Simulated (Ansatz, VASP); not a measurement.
Two plane-wave programs on Cu

```
Cu
1.0
     0.00000    1.79214    1.79214
     1.79214    0.00000    1.79214
     1.79214    1.79214    0.00000
Cu
1
Direct
  0.00000 0.00000 0.00000
```

Alike in both runs: task relaxation of cell and atoms; functional r2SCAN; k mesh 20 × 20 × 20; occupations gaussian, width 0.1 eV; no spin polarisation.

|  | VASP | Ansatz |
| --- | --- | --- |
| version | VASP 6.6.1 | Ansatz 0.2.0 |
| potentials or method | VASP PAW PBE potentials, release 64 (Cu), cutoff 600 eV | scalar-relativistic, plane waves, PAW |
| valence electrons in the cell | 11 | 19 |

VASP gave:

```
gap on the k mesh at the Fermi level, each at its own relaxed structure (eV)  : none
relaxed volume (Å³/atom)                                                      : 11.49
relaxed length of the cell vector where the two differ most in proportion (Å) : 2.533
```

Q: Which values does Ansatz return?

A: gap on the k mesh at the Fermi level, each at its own relaxed structure (eV): none; relaxed volume (Å³/atom): 11.44; relaxed length of the cell vector where the two differ most in proportion (Å): 2.529.

VASP's potentials were made for PBE, not for r2SCAN. A gap of «none» marks a metal or a gap that the smearing closes. VASP's potentials hold 11 valence electrons a cell and Ansatz's 19, so a difference there can come from the potentials and not from the codes.
